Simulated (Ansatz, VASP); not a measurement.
## One calculation of MnS, two programs

INCAR

```
SYSTEM = MnS
PREC = Accurate
ENCUT = 500
EDIFF = 1E-7
ISMEAR = -1
SIGMA = 0.05
LREAL = .False.
LASPH = .True.
NELM = 200
ALGO = Normal
ISIF = 3
LWAVE = .False.
LCHARG = .False.
ISPIN = 2
MAGMOM = 4 0
LORBIT = 11
LMAXMIX = 4
GGA = RE
IVDW = 13
IBRION = 2
NSW = 80
EDIFFG = -0.005
GGA_COMPAT = .False.
NELMIN = 4
```

File KPOINTS:

```
regular mesh
0
Gamma
  9 9 9
  0 0 0
```

POSCAR

```
MnS
1.0
    0.0000000000      2.4734634191      2.4734634191
    2.4734634191      0.0000000000      2.4734634191
    2.4734634191      2.4734634191      0.0000000000
Mn S
1 1
Direct
    0.0000000000      0.0000000000      0.0000000000
    0.7500000000      0.7500000000      0.7500000000
```

input.yaml

```yaml
crystal:
  lattice:
    - [0.0, 2.4734634191, 2.4734634191]
    - [2.4734634191, 0.0, 2.4734634191]
    - [2.4734634191, 2.4734634191, 0.0]
  atoms:
    - { symbol: Mn, position: [0.0, 0.0, 0.0], spin: 4.0 }
    - { symbol: S, position: [0.75, 0.75, 0.75] }
kpoints:
  mp_grid: { grid: [9, 9, 9] }
scf:
  occupations: { method: fermi_dirac, width: 0.05 }
hamiltonian:
  xc: revpbe
  dispersion: d4
  pseudopotentials: { kind: all_electron, lapw: { basis_error: 0.001 } }
magnetization:
  spin_polarized: true
output:
  forces: true
  stress: true
relax:
  f_tol: 0.005
  max_steps: 60
  cell: {}
```

Alike in both runs: task relaxation of cell and atoms; functional revPBE; dispersion D4; k mesh 9 × 9 × 9; occupations fermi-dirac, width 0.05 eV; collinear spin.

|  | VASP | Ansatz |
| --- | --- | --- |
| version | VASP 6.6.1 | Ansatz 0.2.0 |
| potentials or method | VASP PAW PBE potentials, release 64 (Mn_pv, S), cutoff 500 eV | all-electron LAPW, scalar-relativistic |

```tsv
	VASP	Ansatz	Ansatz less VASP
net moment per atom (μB)	0.09	0.10	+0.007
size of the moment on the site where the two differ most (μB)	0.18	0.18	+0.008
relaxed volume (Å³/atom)	14.65	14.66	+0.010
relaxed cell length with the largest relative difference (Å)	3.461	3.462	+0.0008
```

VASP's potentials were made for PBE, not for revPBE. Site moments also hang on the region over which each program counts them. Ansatz ran all-electron here, and VASP with PAW potentials.
